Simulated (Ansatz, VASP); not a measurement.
Hf: VASP beside Ansatz

Contents of INCAR:

```
SYSTEM = Hf
PREC = Accurate
ENCUT = 600
EDIFF = 1E-6
ISMEAR = -1
SIGMA = 0.1
LREAL = .False.
LASPH = .True.
NELM = 80
ALGO = Normal
ISIF = 3
LWAVE = .False.
LCHARG = .False.
GGA = B5
ALDAX = 1.0
AGGAX = 1.0
AGGAC = 1.0
ALDAC = 0.0
IBRION = 2
NSW = 80
EDIFFG = -0.01
```

Contents of KPOINTS:

```
Automatic mesh
0
Gamma
  7 7 10
  0 0 0
```

The input POSCAR:

```
Hf
1.0
    5.0195555627      0.0000000000      0.0000000000
   -2.5097777813      4.3470626330      0.0000000000
    0.0000000000      0.0000000000      3.0769875599
Hf
3
Direct
    0.0000000000      0.0000000000      0.0000000000
    0.3333333333      0.6666666667      0.5000000000
    0.6666666667      0.3333333333      0.5000000000
```

Input for Ansatz:

```yaml
crystal:
  lattice:
    - [5.0195555627, 0.0, 0.0]
    - [-2.5097777813, 4.347062633, 0.0]
    - [0.0, 0.0, 3.0769875599]
  atoms:
    - { symbol: Hf, position: [0.0, 0.0, 0.0] }
    - { symbol: Hf, position: [0.3333333333, 0.6666666667, 0.5] }
    - { symbol: Hf, position: [0.6666666667, 0.3333333333, 0.5] }
hamiltonian:
  xc: blyp
  pseudopotentials:
    kind: paw
    azcp:
      Hf: "pseudopotentials/Hf.paw.azcp"
basis:
  ecutwfc: 420
  fft_grid_basis: typed
kpoints:
  mp_grid: { grid: [7, 7, 10], shift: [0, 0, 0] }
magnetization:
  spin_polarized: false
scf:
  occupations: { method: fermi_dirac, width: 0.1 }
relax:
  max_steps: 60
  f_tol: 0.01
  cell: {}
```

Alike in both runs: task relaxation of cell and atoms; functional BLYP; k mesh 7 × 7 × 10; occupations fermi-dirac, width 0.1 eV; no spin polarisation.

|  | VASP | Ansatz |
| --- | --- | --- |
| version | VASP 6.6.1 | Ansatz 0.2.0 |
| potentials or method | VASP PAW PBE potentials, release 64 (Hf_pv), cutoff 600 eV | plane waves (420 eV) with PAW, scalar-relativistic |
| valence electrons in the cell | 30 | 78 |

Ansatz gave:

```
relaxed volume (Å³/atom)                                     : 22.94
relaxed cell length with the largest relative difference (Å) : 5.038
```

**Question.** What did VASP give for the same quantities?

**Answer.** Relaxed volume (Å³/atom): 22.93; relaxed cell length with the largest relative difference (Å): 5.037.

VASP's potentials were made for PBE, not for BLYP. VASP's potentials hold 30 valence electrons a cell and Ansatz's 78, so a difference there can come from the potentials and not from the codes.

Neither program's run includes spin-orbit coupling.
